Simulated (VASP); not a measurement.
# Sb (I4_1/amd) in VASP: notebook

The runs below take Sb through relaxation of cell and atoms, with PBE.

Everything below comes from runs of VASP 6.6.1. Logs are shortened: lines on timing, memory, paths and dates and some standing lists are left out, and cuts for length are marked.

### 1 The cell of the first run

It takes space group I4_1/amd (No. 141, tetragonal). The conventional cell has a = 5.900 Å, b = 5.900 Å, c = 3.245 Å, α = 90.00°, β = 90.00°, γ = 90.00°. Within 4.0 Å of Sb (site symmetry -4m2) lie 10 Sb at 3.06 to 3.82 Å.

### 2 Relaxation of cell and atoms, PBE, target pressure 0.11 GPa, at which the enthalpy is minimised

INCAR

```
PREC = Accurate ; ENCUT = 600
EDIFF = 1E-6 ; ISMEAR = -1
SIGMA = 0.08 ; LREAL = F
LASPH = T ; NELM = 80
ALGO = Normal ; ISIF = 3
LWAVE = F ; LCHARG = F
GGA = PE ; IBRION = 2
NSW = 60 ; EDIFFG = -0.005
PSTRESS = 1.1
```

KPOINTS

```
regular mesh
0
Gamma
  13 13 13
```

POSCAR

```
Sb
1.0
   -2.9498708631      2.9498708631      1.6224289747
    2.9498708631     -2.9498708631      1.6224289747
    2.9498708631      2.9498708631     -1.6224289747
Sb
2
Direct
   -0.3750000000     -0.1250000000     -0.2500000000
    0.3750000000      0.1250000000      0.2500000000
```

Potentials or basis: VASP PAW PBE potentials, release 64 (Sb).

On the command line:

```sh
$ cat potpaw_PBE.64/Sb/POTCAR > POTCAR
$ mpirun -np 1 vasp_std > vasp.out
```

OUTCAR:

```text
PREC = Accurate
   ENCUT = 600
   EDIFF = 1E-6
   ISMEAR = -1
   LREAL = F
   LASPH = T
   NELM = 80
   ISIF = 3
   GGA = PE
   IBRION = 2
   NSW = 60
   EDIFFG = -0.005
   PSTRESS = 1.1

 ion  position               nearest neighbor table
   1  0.625  0.875  0.750-   2 3.06   2 3.06   2 3.06   2 3.06
   2  0.375  0.125  0.250-   1 3.06   1 3.06   1 3.06   1 3.06

  LATTYP: Found a body centered tetragonal cell.
 ALAT       =     5.8997417262
 C/A-ratio  =     0.5500000000

  Lattice vectors:

 A1 = (  -2.9498708631,   2.9498708631,   1.6224289747)
 A2 = (   2.9498708631,  -2.9498708631,   1.6224289747)
 A3 = (   2.9498708631,   2.9498708631,  -1.6224289747)

Analysis of symmetry for initial positions (statically):
=====================================================================
 Subroutine PRICEL returns:
 Original cell was already a primitive cell.

 Routine SETGRP: Setting up the symmetry group for a
 body centered tetragonal supercell.

 Subroutine GETGRP returns: Found 16 space group operations
 (whereof  4 operations were pure point group operations)
 out of a pool of 16 trial point group operations.

The static configuration has the point symmetry C_2h.
 The point group associated with its full space group is D_4h.

Analysis of symmetry for dynamics (positions and initial velocities):
=====================================================================
 Subroutine PRICEL returns:
 Original cell was already a primitive cell.

 Routine SETGRP: Setting up the symmetry group for a
 body centered tetragonal supercell.

 Subroutine GETGRP returns: Found 16 space group operations
 (whereof  4 operations were pure point group operations)
 out of a pool of 16 trial point group operations.

The dynamic configuration has the point symmetry C_2h.
 The point group associated with its full space group is D_4h.

 Subroutine INISYM returns: Found 16 space group operations
 (whereof  4 operations are pure point group operations),
 and found     1 'primitive' translations

----------------------------------------------------------------------------------------

                                     Primitive cell

  volume of cell :      56.4718

  direct lattice vectors                    reciprocal lattice vectors
    -2.949870863  2.949870863  1.622428975     0.000000000  0.169498945  0.308179901
     2.949870863 -2.949870863  1.622428975     0.169498945  0.000000000  0.308179901
     2.949870863  2.949870863 -1.622428975     0.169498945  0.169498945  0.000000000

  length of vectors
     4.476131365  4.476131365  4.476131365     0.351716851  0.351716851  0.239707707

  position of ions in fractional coordinates (direct lattice)
     0.625000000  0.875000000  0.750000000
     0.375000000  0.125000000  0.250000000

  ion indices of the primitive-cell ions
   primitive index   ion index
                 1           1
                 2           2

----------------------------------------------------------------------------------------

 KPOINTS: regular mesh

Automatic generation of k-mesh.
 Grid dimensions read from file:
 generate k-points for:   13   13   13

 Generating k-lattice:

  Cartesian coordinates                     Fractional coordinates (reciprocal lattice)
     0.000000000  0.013038380  0.023706146     0.076923077 -0.000000000  0.000000000
     0.013038380  0.000000000  0.023706146    -0.000000000  0.076923077  0.000000000
     0.013038380  0.013038380  0.000000000     0.000000000  0.000000000  0.076923077

  Length of vectors
     0.027055142  0.027055142  0.018439054

  Shift w.r.t. Gamma in fractional coordinates (k-lattice)
     0.000000000  0.000000000  0.000000000

 Subroutine IBZKPT returns following result:
 ===========================================

 Found    196 irreducible k-points:

 Following reciprocal coordinates:
            Coordinates               Weight
  0.000000  0.000000  0.000000      1.000000
  0.076923  0.000000  0.000000      8.000000
  0.153846  0.000000  0.000000      8.000000
  0.230769 -0.000000  0.000000      8.000000
  0.307692  0.000000  0.000000      8.000000
  0.384615 -0.000000  0.000000      8.000000
[... 16 lines left out ...]
  0.384615  0.153846  0.000000     16.000000
  0.461538  0.153846  0.000000     16.000000
 [... further k-points ...]
   k-points           NKPTS =    196   k-points in BZ     NKDIM =    196   number of bands    NBANDS=      9
   number of dos      NEDOS =    301   number of ions     NIONS =      2
   total plane-waves  NPLWV =  46656
   dimension x,y,z NGX =    36 NGY =   36 NGZ =   36
   dimension x,y,z NGXF=    72 NGYF=   72 NGZF=   72
   ions per type =               2
   NGX,Y,Z   is equivalent  to a cutoff of  13.37, 13.37, 13.37 a.u.
   NGXF,Y,Z  is equivalent  to a cutoff of  26.74, 26.74, 26.74 a.u.
 SYSTEM =  unknown system
   PREC   = accura    normal or accurate (medium, high low for compatibility)
   ISTART =      0    job   : 0-new  1-cont  2-samecut
   ICHARG =      2    charge: 1-file 2-atom 10-const
   ISPIN  =      1    spin polarized calculation?
   LNONCOLLINEAR =      F non collinear calculations
   LSORBIT =      F    spin-orbit coupling
   LASPH  =      T    aspherical Exc in radial PAW
   ENCUT  =  600.0 eV  44.10 Ry    6.64 a.u.   8.94  8.94  8.94*2*pi/ulx,y,z
   NELM   =     80;   NELMIN=  2; NELMDL= -5     # of ELM steps
   EDIFF  = 0.1E-05   stopping-criterion for ELM
   LREAL  =      F    real-space projection
   EDIFFG = -.5E-02   stopping-criterion for IOM
   NSW    =     60    number of steps for IOM
   IBRION =      2    ionic relax: 0-MD 1-quasi-New 2-CG
   NFREE  =      1    steps in history (QN), initial steepest desc. (CG)
   ISIF   =      3    stress and relaxation
   ISYM   =      2    0-nonsym 1-usesym 2-fastsym
   POTIM  = 0.5000    time-step for ionic-motion
   TEBEG  =    0.0;   TEEND  =   0.0 temperature during run
   PSTRESS=    1.1 pullay stress
   NELECT =      10.0000    total number of electrons
   NUPDOWN=      -1.0000    fix difference up-down
   EMIN   =  10.00;   EMAX   =-10.00  energy-range for DOS
   EFERMI =   0.00;   METHOD = LEGACY
   ISMEAR =    -1;   SIGMA  =   0.08  broadening in eV -4-tet -1-fermi 0-gaus
   EFERMI_NEDOS =   21; number of points for ismear=-14 and -15
   IALGO  =     38    algorithm
   IMIX   =      4    mixing-type and parameters
     AMIX     =   0.40;   BMIX     =  1.00
     AMIX_MAG =   1.60;   BMIX_MAG =  1.00
  volume/ion in A,a.u.               =      28.24       190.55
  Fermi-wavevector in a.u.,A,eV,Ry     =   0.919315  1.737253 11.498824  0.845140
  Thomas-Fermi vector in A             =   2.044495
   LORBIT       =      0    0 simple, 1 ext, 2 COOP (PROOUT), +10 PAW based schemes
   GGA     = PE    functional components
   LHFCALC =     F    Hartree Fock is set to
   AEXX    =    0.0000 exact exchange contribution
   IVDW    =     0    specifies the selected vdW correction
   LEPSILON=     F    determine dielectric tensor
   LRPA    =     F    only Hartree local field effects (RPA)
 conjugate gradient relaxation of ions
 non-spin polarized calculation
  energy-cutoff  :      600.00
  volume of cell :       56.47
 maximum number of plane-waves:      1922
   NGX = 17   NGY = 17   NGZ = 17

--------------------------------------- Ionic step        1  -------------------------------------------

 number of electron      10.0000000 magnetization

 number of electron       9.9999999 magnetization

 Free energy of the ion-electron system (eV)
  ---------------------------------------------------
  ext. energy  EPLUGINS =         0.00000000
  ---------------------------------------------------
  free energy    TOTEN  =        -8.01313012 eV

  energy without entropy =       -7.99136498  energy(sigma->0) =       -8.00224755

------------------------ aborting loop because EDIFF is reached ----------------------------------------

  FORCE on cell =-STRESS in cart. coord.  units (eV):
  Direction    XX          YY          ZZ          XY          YZ          ZX
  --------------------------------------------------------------------------------------
  -------------------------------------------------------------------------------------
  Total        1.3199783      1.3199783      0.3718547      0.0000000     -0.0000000      0.0000000
  in kB       37.4494712     37.4494712     10.5499917      0.0000000     -0.0000000      0.0000000
  external PRESSURE =      27.3829780 kB  Pullay stress =       1.1000000 kB
[... 289 lines left out ...]
  enthalpy is  TOTEN    =        -8.0086276775 eV   P V=        0.0405132001

--------------------------------------- Ionic step        9  -------------------------------------------

 number of electron      10.0000001 magnetization

 Free energy of the ion-electron system (eV)
  ---------------------------------------------------
  ext. energy  EPLUGINS =         0.00000000
  ---------------------------------------------------
  free energy    TOTEN  =        -8.04910519 eV

  energy without entropy =       -8.02757727  energy(sigma->0) =       -8.03834123

 E-fermi :   7.3901     XC(G=0):  -9.7434

 val. band max:        7.3730779992   @ k =  -0.2308   0.3077   0.1538
 cond. band min:       7.3992643026   @ k =  -0.3077   0.4615   0.3077
 fundamental gap:      0.0261863035
 Fermi energy:         7.3901206341

 k-point     1 :       0.0000    0.0000    0.0000
  band No.  band energies     occupation
      1      -5.0533      2.00000
      2       0.1998      2.00000
      3       3.9684      2.00000
      4       3.9684      2.00000
      5       9.5830      0.00000
      6      10.7807      0.00000
      7      10.7807      0.00000
      8      11.9041      0.00000
      9      12.0225      0.00000
[... 265 lines left out ...]
 k-point    24 :       0.4615    0.1538    0.0000
  band No.  band energies     occupation
      1      -2.0111      2.00000
      2      -0.3323      2.00000
      3       3.1989      2.00000
      4       4.8643      2.00000
      5       5.2938      2.00000
      6       7.2879      1.56425
      7       9.5496      0.00000
      8       9.7132      0.00000
      9      13.5553      0.00000

 [... further k-points ...]
[... 5 lines left out ...]
  --------------------------------------------------------------------------------------
  -------------------------------------------------------------------------------------
  Total        0.0415825      0.0415825      0.0359900      0.0000000     -0.0000000     -0.0000000
  in kB        1.1314449      1.1314449      0.9792744      0.0000000     -0.0000000     -0.0000000
  external PRESSURE =      -0.0192786 kB  Pullay stress =       1.1000000 kB
[... 17 lines left out ...]
  FREE ENERGIE OF THE ION-ELECTRON SYSTEM (eV)
  ---------------------------------------------------
  free  energy   TOTEN  =        -8.0491051851 eV

  energy  without entropy=       -8.0275772686  energy(sigma->0) =       -8.03834123

  enthalpy is  TOTEN    =        -8.0086783619 eV   P V=        0.0404268232

 reached required accuracy - stopping structural energy minimisation
```

Wall time 2.7 min (1 thread of Intel Xeon 6975P-C (Granite Rapids), shared host); peak memory 0.28 GiB.

Results:

```yaml
Free_energy: -8.0491 eV
Relaxed_volume: 29.44 Å³/atom
Relaxed_cell: a = 4.588 Å, b = 4.588 Å, c = 4.588 Å, α = 96.89°, β = 96.89°, γ = 139.48°
Space_group_after_relaxing_to_0.05_Å: I4_1/amd (No. 141)
Energy_change_on_relaxing_the_enthalpy_is_what_falls: -18.0 meV/atom
Ionic_steps: 9
Pressure_after_relaxing: 0.1 GPa
Band_gap_on_the_k_mesh: zero (band 5 reaches 10.98 eV, above the bottom of band 6 at 5.10 eV)
```

Step by step:
```csv
step,energy change (eV),largest force (eV/Å),pressure (GPa),volume (Å³)
1,0.0000,0.0000,2.85,56.47
2,-0.0253,0.0000,-1.32,60.50
3,-0.0292,0.0000,-0.20,59.24
4,-0.0334,0.0000,-0.03,59.03
5,-0.0356,0.0000,0.19,58.79
6,-0.0357,0.0000,0.30,58.69
7,-0.0357,0.0000,0.29,58.70
8,-0.0360,0.0000,0.00,59.01
9,-0.0360,0.0000,0.11,58.88
```

Final structure:
```
Sb
1.0
    -3.04379    3.04379    1.58890
     3.04379   -3.04379    1.58890
     3.04379    3.04379   -1.58890
Sb
2
Direct
  0.62500 0.87500 0.75000
  0.37500 0.12500 0.25000
```

Levels at points of the mesh, in eV from the Fermi level:
| k point | band 3 | band 4 | band 5 | band 6 | band 7 | band 8 |
| --- | --- | --- | --- | --- | --- | --- |
| (0.00, 0.00, 0.00) | -3.42 | -3.42 | 2.19 | 3.39 | 3.39 | 4.51 |

Caveat: the cell is relaxed towards a set pressure, so the enthalpy falls and the energy may rise; spin-orbit coupling is left out, which moves the levels of the heavy elements.

### 3 Relaxation of cell and atoms, PBE, target pressure 0.11 GPa, at which the enthalpy is minimised

This run uses another cell than the first one, of 29.47 Å³/atom, 1.044 times its volume.

INCAR

```
ALGO     = Normal         # electronic algorithm
EDIFF    = 1E-7           # SCF threshold, eV
EDIFFG   = -0.005         # ionic threshold
ENCUT    = 600            # plane-wave cutoff, eV
GGA      = PE             # functional
IBRION   = 2              # ionic algorithm
ISIF     = 3              # what is computed and relaxed
ISMEAR   = -1             # smearing method
LASPH    = True           # aspherical terms in the spheres
LCHARG   = False          # write CHGCAR
LREAL    = False          # projectors in reciprocal space
LWAVE    = False          # write WAVECAR
NELM     = 60             # most SCF steps
NSW      = 32             # ionic steps
PREC     = Accurate       # precision mode
PSTRESS  = 1.1          
SIGMA    = 0.08           # smearing width, eV
```

KPOINTS

```
k-points
0
Gamma
  13 13 13
```

POSCAR

```
Sb
1.0
   -3.0452287172      3.0452287172      1.5890701564
    3.0452287172     -3.0452287172      1.5890701564
    3.0452287172      3.0452287172     -1.5890701564
Sb
2
Direct
   -0.3750000000     -0.1250000000     -0.2500000000
    0.3750000000      0.1250000000      0.2500000000
```

Potentials or basis: VASP PAW PBE potentials, release 64 (Sb).

On the command line:

```sh
$ cat potpaw_PBE.64/Sb/POTCAR > POTCAR
$ mpirun -np 1 vasp_std > vasp.out
```

Run time: 1.8 min. Hardware: 1 thread of Intel Xeon 6975P-C (Granite Rapids), shared host; peak memory 0.31 GiB.

Results (log left out):

| Property | Result |
| --- | --- |
| Free energy | -8.0492 eV |
| Relaxed volume | 29.44 Å³/atom |
| Relaxed cell | a = 4.589 Å, b = 4.589 Å, c = 4.589 Å, α = 96.88°, β = 96.88°, γ = 139.49° |
| Space group after relaxing (to 0.05 Å) | I4_1/amd (No. 141) |
| Energy change on relaxing (the enthalpy is what falls) | +0.0 meV/atom |
| Ionic steps | 3 |
| Pressure after relaxing | 0.1 GPa |
| Band gap on the k mesh | zero (band 5 reaches 10.98 eV, above the bottom of band 6 at 5.11 eV) |

Final structure:
```
CELL_PARAMETERS angstrom
-3.04412 3.04412 1.58845
3.04412 -3.04412 1.58845
3.04412 3.04412 -1.58845
ATOMIC_POSITIONS crystal
Sb 0.62500 0.87500 0.75000
Sb 0.37500 0.12500 0.25000
```

Levels at points of the mesh, in eV from the Fermi level:
```
           k point  band 2  band 3  band 4  band 5  band 6  band 7  band 8  band 9
(0.00, 0.00, 0.00)   -7.19   -3.42   -3.42    2.19    3.39    3.39    4.52    4.64
```

Caveat: the cell is relaxed towards a set pressure, so the enthalpy falls and the energy may rise; spin-orbit coupling is left out, which moves the levels of the heavy elements.
